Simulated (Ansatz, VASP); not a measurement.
# Two plane-wave programs on Te

```
Te
1.0
     4.06103    0.00000    0.00000
    -2.03051    3.51695    0.00000
     0.00000    0.00000    8.76991
Te
2
Direct
  0.33333 0.66667 0.50720
  0.66667 0.33333 0.49280
```

Alike in both runs: task single point; functional PBE; k mesh 6 × 6 × 2; occupations gaussian, width 0.1 eV; no spin polarisation.

```csv
,VASP,Ansatz
version,VASP 6.6.1,Ansatz 0.2.0
potentials or method,"VASP PAW PBE potentials, release 64 (Te), cutoff 520 eV","scalar-relativistic, plane waves, PAW"
valence electrons in the cell,12,32
```

VASP gave:

```
gap on the k mesh at the Fermi level (eV) : none
rms of the force components (eV/Å)        : 0.995
```

Problem. Which values does Ansatz return?

Solution. gap on the k mesh at the Fermi level (eV): none; rms of the force components (eV/Å): 1.002.

Atom by atom the forces differ by 0.007 eV/Å (rms over components). A gap of «none» marks a metal or a gap that the smearing closes. The functional is the same, so the differences come from potentials, cutoffs and numerics. VASP's potentials hold 12 valence electrons a cell and Ansatz's 32, so a difference there can come from the potentials and not from the codes.

Neither program's run includes spin-orbit coupling.
